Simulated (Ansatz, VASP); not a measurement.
# KCl in VASP and in Ansatz

Contents of INCAR:

```
SYSTEM = KCl
  PREC = Accurate
  ENCUT = 520
  EDIFF = 1E-6
  ISMEAR = 0
  SIGMA = 0.05
  LREAL = .False.
  LASPH = .True.
  NELM = 60
  ALGO = Normal
  ISIF = 2
  LWAVE = .False.
  LCHARG = .False.
  GGA = PS
  NBANDS = 24
```

KPOINTS

```
Automatic mesh
0
Gamma
  6 6 6
  0 0 0
```

The input POSCAR:

```
KCl
1.0
    0.0000000000     -3.1207041401     -3.2664410234
   -3.1207041401      0.0000000000     -3.2664410234
    3.1207041401      3.1207041401     -6.5328820469
K Cl
2 2
Direct
    0.5000000000      0.5000000000      0.5000000000
    0.0000000000      1.0000000000      0.0000000000
    0.7719923714      0.7599057454      0.7500000000
    0.2280076286      0.2400942546      0.2500000000
```

Input for Ansatz:

```yaml
crystal:
  lattice:
    - [0.0, -3.1207041401, -3.2664410234]
    - [-3.1207041401, 0.0, -3.2664410234]
    - [3.1207041401, 3.1207041401, -6.5328820469]
  atoms:
    - { symbol: K, position: [0.5, 0.5, 0.5] }
    - { symbol: K, position: [0.0, 1.0, 0.0] }
    - { symbol: Cl, position: [0.7719923714, 0.7599057454, 0.75] }
    - { symbol: Cl, position: [0.2280076286, 0.2400942546, 0.25] }
basis:
  ecutwfc: 420
kpoints:
  mp_grid: { grid: [6, 6, 6] }
hamiltonian:
  xc: pbesol
scf:
  occupations: { method: gaussian, width: 0.05 }
output:
  forces: true
  stress: true
  eigenvalues: true
```

Change from the starting cell: mode 7 frozen in at -0.125 Å, normal strain along z +0.0467.

Alike in both runs: task single point; functional PBEsol; k mesh 6 × 6 × 6; occupations gaussian, width 0.05 eV; no spin polarisation.

|  | VASP | Ansatz |
| --- | --- | --- |
| version | VASP 6.6.1 | Ansatz 0.2.0 |
| potentials or method | VASP PAW PBE potentials, release 64 (K_sv, Cl), cutoff 520 eV | scalar-relativistic, plane waves, PAW |
| valence electrons in the cell | 32 | 32 |

|  | VASP | Ansatz | Ansatz less VASP |
| --- | --- | --- | --- |
| gap on the k mesh at the Fermi level (eV) | 4.93 | 4.94 | +0.004 |
| least direct gap on the mesh (eV) | 4.93 | 4.94 | +0.004 |
| pressure (GPa) | -0.5 | -0.5 | -0.03 |
| traceless stress, the component that is largest in VASP (GPa) | -0.73 | -0.71 | +0.020 |
| rms of the force components (eV/Å) | 0.059 | 0.058 | -0.0013 |

VASP's potentials were made for PBE, not for PBEsol. Atom by atom the forces differ by 0.001 eV/Å (rms over components).
